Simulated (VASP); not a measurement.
A run of VASP 6.6.1 is set up as follows.

The input POSCAR:

```
Sr2C
1.0
    0.0000000000      3.3601424449      3.3601424449
    3.3601424449      0.0000000000      3.3601424449
    3.3601424449      3.3601424449      0.0000000000
C Sr
1 2
Direct
    0.0000000000      0.0000000000      0.0000000000
    0.2500000000      0.2500000000      0.2500000000
    0.7500000000      0.7500000000      0.7500000000
```

File INCAR.step1:

```
PREC     = Accurate       # precision mode
ENCUT    = 520            # plane-wave cutoff, eV
EDIFF    = 1E-5           # SCF threshold, eV
ISMEAR   = -1             # smearing method
SIGMA    = 0.02           # smearing width, eV
LREAL    = F              # projectors in reciprocal space
LASPH    = T              # aspherical terms in the spheres
NELM     = 60             # most SCF steps
ALGO     = Normal         # electronic algorithm
ISIF     = 2              # what is computed and relaxed
LWAVE    = T              # write WAVECAR
LCHARG   = F              # write CHGCAR
GGA      = PE             # functional
NBANDS   = 19             # bands
```

The input INCAR.step2:

```
PREC     = Accurate       # precision mode
ENCUT    = 520            # plane-wave cutoff, eV
EDIFF    = 1E-6           # SCF threshold, eV
ISMEAR   = -1             # smearing method
SIGMA    = 0.02           # smearing width, eV
LREAL    = F              # projectors in reciprocal space
LASPH    = T              # aspherical terms in the spheres
NELM     = 60             # most SCF steps
ALGO     = Normal         # electronic algorithm
ISIF     = 2              # what is computed and relaxed
LWAVE    = F              # write WAVECAR
LCHARG   = F              # write CHGCAR
GGA      = PE             # functional
LHFCALC  = T              # exact exchange
AEXX     = 0.75           # exact-exchange fraction
PRECFOCK = Normal       
ISTART   = 1            
NBANDS   = 19             # bands
```

KPOINTS

```
regular mesh
0
Gamma
  4 4 4
```

Potentials or basis: VASP PAW PBE potentials, release 64 (C, Sr_sv).

Command:

```console
$ cat potpaw_PBE.64/C/POTCAR potpaw_PBE.64/Sr_sv/POTCAR > POTCAR
$ cp INCAR.step1 INCAR
$ mpirun -np 1 vasp_std > vasp.out
$ cp INCAR.step2 INCAR
$ mpirun -np 1 vasp_std > vasp.out
```

(1) Predict the band gap on the k mesh.

(2) Estimate the pressure.

Answers

(1) 3.74 eV, indirect (least direct gap 3.81 eV).

(2) -1.1 GPa.

Caveat: the PAW data sets were made with another functional, which shifts forces and pressure a little.
